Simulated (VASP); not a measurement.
Input of a VASP 6.6.1 run:

INCAR

```
PREC = Accurate
ENCUT = 600
EDIFF = 1E-6
ISMEAR = 0
SIGMA = 0.01
LREAL = False
LASPH = True
NELM = 120
ALGO = Normal
ISIF = 2
LWAVE = False
LCHARG = True
GGA = CA
LELF = True
LVHAR = True
NBANDS = 20
GGA_COMPAT = False
```

Contents of KPOINTS:

```
Automatic mesh
0
Gamma
  4 4 4
```

POSCAR

```
SnO2
1.0
    5.1509550000      0.0000000000      0.0000000000
    4.1356132792      3.0706742284      0.0000000000
    4.1356132792      1.3674718942      2.7493746263
Sn O
1 2
Direct
    0.5000000000      0.5000000000      0.5000000000
    0.2371700000      0.2371700000      0.2371700000
    0.7628300000      0.7628300000      0.7628300000
```

Potentials or basis: VASP PAW LDA potentials, release 64 (Sn_d, O).

The run is started by

```console
$ cat potpaw_LDA.64/Sn_d/POTCAR potpaw_LDA.64/O/POTCAR > POTCAR
$ mpirun -np 1 vasp_std > vasp.out
```

(1) What does it give for the largest force?

(2) Estimate the pressure.

Results:

(1) 0.627 eV/Å.

(2) -8.6 GPa.

Caveat: the k points lie up to 0.57 Å⁻¹ apart.
